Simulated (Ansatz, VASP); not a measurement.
## HfC: VASP beside Ansatz

```
Hf C
1.0
     2.90089    0.00000    0.00000
     0.00000    2.90089    0.00000
     0.00000    0.00000    2.90089
Hf C
1 1
Direct
  0.00000 0.00000 0.00000
  0.50000 0.50000 0.50000
```

Alike in both runs: task single point; functional PBE; k mesh 18 × 18 × 18; occupations gaussian, width 0.05 eV; no spin polarisation.

|  | VASP | Ansatz |
| --- | --- | --- |
| version | VASP 6.6.1 | Ansatz 0.2.0 |
| potentials or method | VASP PAW PBE potentials, release 64 (Hf_pv, C), cutoff 520 eV | scalar-relativistic, plane waves, PAW |
| valence electrons in the cell | 14 | 30 |

|  | VASP | Ansatz | Ansatz less VASP |
| --- | --- | --- | --- |
| pressure (GPa) | -1.3 | 0.1 | +1.37 |

VASP's potentials hold 14 valence electrons a cell and Ansatz's 30, so a difference there can come from the potentials and not from the codes.

Neither program's run includes spin-orbit coupling.
